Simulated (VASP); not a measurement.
# BN (F-43m) in VASP: electric field gradients with r2SCAN

Aim: the electric field gradients of BN with r2SCAN.

Program: VASP 6.6.1. These are calculated values, not measurements. Logs are shortened: lines on timing, memory, paths and dates and some standing lists are left out, and cuts for length are marked.

## Step 1: The cell of the first run

The structure is cubic, space group F-43m (No. 216). Conventional cell: a = 3.615 Å, b = 3.615 Å, c = 3.615 Å, α = 90.00°, β = 90.00°, γ = 90.00°. B (site symmetry -43m) has 4 N at 1.57 Å within 2.1 Å. N (site symmetry -43m) has 4 B at 1.57 Å within 2.1 Å.

## Step 2: Electric field gradients, r2SCAN

Input file POSCAR:

```
BN
1.0
    0.0000000000      1.8075000000      1.8075000000
    1.8075000000      0.0000000000      1.8075000000
    1.8075000000      1.8075000000      0.0000000000
B N
1 1
Direct
    0.0000000000      0.0000000000      0.0000000000
    0.7500000000      0.7500000000      0.7500000000
```

Input file INCAR.step1:

```
SYSTEM = BN
  ALGO = Normal
  EDIFF = 1E-5
  ENCUT = 1080
  GGA = PE
  GGA_COMPAT = .FALSE.
  ISMEAR = -1
  LASPH = .TRUE.
  LCHARG = .FALSE.
  LREAL = .FALSE.
  LWAVE = .TRUE.
  NBANDS = 11
  NELM = 120
  PREC = Accurate
  SIGMA = 0.03
```

Input file INCAR.step2:

```
SYSTEM = BN
  ALGO = Normal
  EDIFF = 1E-8
  ENCUT = 1080
  GGA_COMPAT = .FALSE.
  ISIF = 2
  ISMEAR = -1
  ISTART = 1
  LASPH = .TRUE.
  LCHARG = .FALSE.
  LEFG = .TRUE.
  LMIXTAU = .TRUE.
  LREAL = .FALSE.
  LWAVE = .FALSE.
  METAGGA = R2SCAN
  NBANDS = 11
  NELM = 120
  PREC = Accurate
  SIGMA = 0.03
```

Input file KPOINTS:

```
k-points
0
G
  13 13 13
  0 0 0
```

Potentials or basis: VASP PAW PBE potentials, release 64 (B_h, N_h).

Command:

```sh
$ cat potpaw_PBE.64/B_h/POTCAR potpaw_PBE.64/N_h/POTCAR > POTCAR
$ cp INCAR.step1 INCAR
$ mpirun -np 1 vasp_std > vasp.out
$ cp INCAR.step2 INCAR
$ mpirun -np 1 vasp_std > vasp.out
```

OUTCAR:

```text
SYSTEM = BN
   EDIFF = 1E-8
   ENCUT = 1080
   ISIF = 2
   ISMEAR = -1
   ISTART = 1
   LASPH = .TRUE.
   LREAL = .FALSE.
   METAGGA = R2SCAN
   NELM = 120
   PREC = Accurate

 ion  position               nearest neighbor table
   1  0.000  0.000  0.000-
   2  0.750  0.750  0.750-

  LATTYP: Found a face centered cubic cell.
 ALAT       =     3.6150000000

  Lattice vectors:

 A1 = (   0.0000000000,   1.8075000000,   1.8075000000)
 A2 = (   1.8075000000,   0.0000000000,   1.8075000000)
 A3 = (   1.8075000000,   1.8075000000,   0.0000000000)

Analysis of symmetry for initial positions (statically):
=====================================================================
 Subroutine PRICEL returns:
 Original cell was already a primitive cell.

 Routine SETGRP: Setting up the symmetry group for a
 face centered cubic supercell.

 Subroutine GETGRP returns: Found 24 space group operations
 (whereof 24 operations were pure point group operations)
 out of a pool of 48 trial point group operations.

The static configuration has the point symmetry T_d .

Analysis of symmetry for dynamics (positions and initial velocities):
=====================================================================
 Subroutine PRICEL returns:
 Original cell was already a primitive cell.

 Routine SETGRP: Setting up the symmetry group for a
 face centered cubic supercell.

 Subroutine GETGRP returns: Found 24 space group operations
 (whereof 24 operations were pure point group operations)
 out of a pool of 48 trial point group operations.

The dynamic configuration has the point symmetry T_d .

 Subroutine INISYM returns: Found 24 space group operations
 (whereof 24 operations are pure point group operations),
 and found     1 'primitive' translations

----------------------------------------------------------------------------------------

                                     Primitive cell

  volume of cell :      11.8104

  direct lattice vectors                    reciprocal lattice vectors
     0.000000000  1.807500000  1.807500000    -0.276625173  0.276625173  0.276625173
     1.807500000  0.000000000  1.807500000     0.276625173 -0.276625173  0.276625173
     1.807500000  1.807500000  0.000000000     0.276625173  0.276625173 -0.276625173

  length of vectors
     2.556191014  2.556191014  2.556191014     0.479128854  0.479128854  0.479128854

  position of ions in fractional coordinates (direct lattice)
     0.000000000  0.000000000  0.000000000
     0.750000000  0.750000000  0.750000000

  ion indices of the primitive-cell ions
   primitive index   ion index
                 1           1
                 2           2

----------------------------------------------------------------------------------------

 KPOINTS: k-points

Automatic generation of k-mesh.
 Grid dimensions read from file:
 generate k-points for:   13   13   13

 Generating k-lattice:

  Cartesian coordinates                     Fractional coordinates (reciprocal lattice)
    -0.021278859  0.021278859  0.021278859     0.076923077  0.000000000  0.000000000
     0.021278859 -0.021278859  0.021278859     0.000000000  0.076923077  0.000000000
     0.021278859  0.021278859 -0.021278859     0.000000000  0.000000000  0.076923077

  Length of vectors
     0.036856066  0.036856066  0.036856066

  Shift w.r.t. Gamma in fractional coordinates (k-lattice)
     0.000000000  0.000000000  0.000000000

 Subroutine IBZKPT returns following result:
 ===========================================

 Found     84 irreducible k-points:

 Following reciprocal coordinates:
            Coordinates               Weight
  0.000000  0.000000  0.000000      1.000000
  0.076923  0.000000  0.000000      8.000000
  0.153846  0.000000  0.000000      8.000000
  0.230769  0.000000  0.000000      8.000000
  0.307692  0.000000  0.000000      8.000000
  0.384615  0.000000  0.000000      8.000000
[... 16 lines left out ...]
  0.384615  0.153846  0.000000     24.000000
  0.461538  0.153846  0.000000     24.000000
 [... further k-points ...]
   k-points           NKPTS =     84   k-points in BZ     NKDIM =     84   number of bands    NBANDS=     11
   number of dos      NEDOS =    301   number of ions     NIONS =      2
   total plane-waves  NPLWV =  21952
   dimension x,y,z NGX =    28 NGY =   28 NGZ =   28
   dimension x,y,z NGXF=    56 NGYF=   56 NGZF=   56
   ions per type =               1   1
   NGX,Y,Z   is equivalent  to a cutoff of  18.21, 18.21, 18.21 a.u.
   NGXF,Y,Z  is equivalent  to a cutoff of  36.42, 36.42, 36.42 a.u.
 SYSTEM =  BN
   PREC   = accura    normal or accurate (medium, high low for compatibility)
   ISTART =      1    job   : 0-new  1-cont  2-samecut
   ICHARG =      0    charge: 1-file 2-atom 10-const
   ISPIN  =      1    spin polarized calculation?
   LNONCOLLINEAR =      F non collinear calculations
   LSORBIT =      F    spin-orbit coupling
   LASPH  =      T    aspherical Exc in radial PAW
   ENCUT  = 1080.0 eV  79.38 Ry    8.91 a.u.   6.85  6.85  6.85*2*pi/ulx,y,z
   NELM   =    120;   NELMIN=  2; NELMDL=  0     # of ELM steps
   EDIFF  = 0.1E-07   stopping-criterion for ELM
   LREAL  =      F    real-space projection
   EDIFFG = 0.1E-06   stopping-criterion for IOM
   NSW    =      0    number of steps for IOM
   IBRION =     -1    ionic relax: 0-MD 1-quasi-New 2-CG
   NFREE  =      0    steps in history (QN), initial steepest desc. (CG)
   ISIF   =      2    stress and relaxation
   ISYM   =      2    0-nonsym 1-usesym 2-fastsym
   POTIM  = 0.5000    time-step for ionic-motion
   TEBEG  =    0.0;   TEEND  =   0.0 temperature during run
   PSTRESS=    0.0 pullay stress
   NELECT =       8.0000    total number of electrons
   NUPDOWN=      -1.0000    fix difference up-down
   EMIN   =  10.00;   EMAX   =-10.00  energy-range for DOS
   EFERMI =   0.00;   METHOD = LEGACY
   ISMEAR =    -1;   SIGMA  =   0.03  broadening in eV -4-tet -1-fermi 0-gaus
   EFERMI_NEDOS =   21; number of points for ismear=-14 and -15
   IALGO  =     38    algorithm
   IMIX   =      4    mixing-type and parameters
     AMIX     =   0.40;   BMIX     =  1.00
     AMIX_MAG =   1.60;   BMIX_MAG =  1.00
  volume/ion in A,a.u.               =       5.91        39.85
  Fermi-wavevector in a.u.,A,eV,Ry     =   1.437749  2.716952 28.124920  2.067123
  Thomas-Fermi vector in A             =   2.556793
   LORBIT       =      0    0 simple, 1 ext, 2 COOP (PROOUT), +10 PAW based schemes
   METAGGA = R2SCAN    functional components
   LHFCALC =     F    Hartree Fock is set to
   AEXX    =    0.0000 exact exchange contribution
   IVDW    =     0    specifies the selected vdW correction
   LEPSILON=     F    determine dielectric tensor
   LRPA    =     F    only Hartree local field effects (RPA)
 non-spin polarized calculation
  energy-cutoff  :     1080.00
  volume of cell :       11.81
 maximum number of plane-waves:       966
   NGX = 13   NGY = 13   NGZ = 13

 number of electron       8.0000000 magnetization

 Free energy of the ion-electron system (eV)
  ---------------------------------------------------
  ext. energy  EPLUGINS =         0.00000000
  ---------------------------------------------------
  free energy    TOTEN  =       -19.19965600 eV

  energy without entropy =      -19.19965600  energy(sigma->0) =      -19.19965600

 E-fermi :   9.4666     XC(G=0): -13.7567

 val. band max:        8.9244611518   @ k =   0.0000   0.0000   0.0000
 cond. band min:      13.9936081121   @ k =   0.4615   0.4615   0.0000
 fundamental gap:      5.0691469603
 Fermi energy:         9.4665990264

 k-point     1 :       0.0000    0.0000    0.0000
  band No.  band energies     occupation
      1     -12.3606      2.00000
      2       8.9245      2.00000
      3       8.9245      2.00000
      4       8.9245      2.00000
      5      18.4736      0.00000
      6      18.4736      0.00000
      7      18.4736      0.00000
      8      19.9863      0.00000
      9      35.0653      0.00000
     10      37.6270      0.00000
     11      37.6270      0.00000
[... 309 lines left out ...]
 k-point    24 :       0.4615    0.1538    0.0000
  band No.  band energies     occupation
      1      -8.2886      2.00000
      2      -0.7044      2.00000
      3       5.5246      2.00000
      4       5.9935      2.00000
      5      18.5134      0.00000
      6      21.8562      0.00000
      7      22.3482      0.00000
      8      24.6388      0.00000
      9      31.0976      0.00000
     10      36.6649      0.00000
     11      38.3925      0.00000

 [... further k-points ...]

------------------------ aborting loop because EDIFF is reached ----------------------------------------

  FORCE on cell =-STRESS in cart. coord.  units (eV):
  Direction    XX          YY          ZZ          XY          YZ          ZX
  --------------------------------------------------------------------------------------
  -------------------------------------------------------------------------------------
  Total       -0.1471505     -0.1471505     -0.1471505     -0.0000000      0.0000000     -0.0000000
  in kB      -19.9621578    -19.9621578    -19.9621578     -0.0000000      0.0000000     -0.0000000
  external PRESSURE =     -19.9621578 kB  Pullay stress =       0.0000000 kB

 VOLUME and BASIS-vectors are now :
 -----------------------------------------------------------------------------
  energy-cutoff  :     1080.00
  volume of cell :       11.81
      direct lattice vectors                 reciprocal lattice vectors
     0.000000000  1.807500000  1.807500000    -0.276625173  0.276625173  0.276625173
     1.807500000  0.000000000  1.807500000     0.276625173 -0.276625173  0.276625173
     1.807500000  1.807500000  0.000000000     0.276625173  0.276625173 -0.276625173

 POSITION                                       TOTAL-FORCE (eV/Angst)
 -----------------------------------------------------------------------------------
      0.00000      0.00000      0.00000         0.000000      0.000000     -0.000000
      2.71125      2.71125      2.71125        -0.000000     -0.000000      0.000000
 -----------------------------------------------------------------------------------
    total drift:                               -0.000000     -0.000000     -0.000000

  FREE ENERGIE OF THE ION-ELECTRON SYSTEM (eV)
  ---------------------------------------------------
  free  energy   TOTEN  =       -19.1996559970 eV

  energy  without entropy=      -19.1996559969  energy(sigma->0) =      -19.19965600

 Electric field gradients (V/A^2)
---------------------------------------------------------------------
 ion       V_xx      V_yy      V_zz      V_xy      V_xz      V_yz
---------------------------------------------------------------------
   1      -0.000    -0.000     0.000     0.000     0.000     0.000
   2       0.000    -0.000     0.000    -0.000    -0.000    -0.000
---------------------------------------------------------------------

 Electric field gradients after diagonalization (V/A^2)
 (convention: |V_zz| > |V_xx| > |V_yy|)
----------------------------------------------------------------------
 ion       V_xx      V_yy      V_zz     asymmetry (V_yy - V_xx)/ V_zz
----------------------------------------------------------------------
   1      -0.000    -0.000     0.000       0.000
   2       0.000     0.000    -0.001       0.000
----------------------------------------------------------------------

           NMR quadrupolar parameters

 Cq : quadrupolar parameter    Cq=e*Q*V_zz/h
 eta: asymmetry parameters     (V_yy - V_xx)/ V_zz
 Q  : nuclear electric quadrupole moment in mb (millibarn)
----------------------------------------------------------------------
 ion       Cq(MHz)       eta       Q (mb)
----------------------------------------------------------------------
   1       0.000       0.000       1.000
   2      -0.000       0.000       1.000
----------------------------------------------------------------------
```

Run time: 2.1 min. Hardware: 1 thread of AMD EPYC 7R43 (Zen 3), shared host; peak memory 0.14 GiB.

What came out:

```
Free energy                             : -19.1997 eV
Pressure                                : -2.0 GPa
Band gap on the k mesh                  : 5.07 eV (least direct gap 9.55 eV)
Largest electric field gradient by atom : under 0.05 V/Å² on every atom
```

Caveat: the PAW data sets were made with another functional, which shifts forces and pressure a little; an odd mesh through Γ misses points on the zone boundary, where band edges can lie.
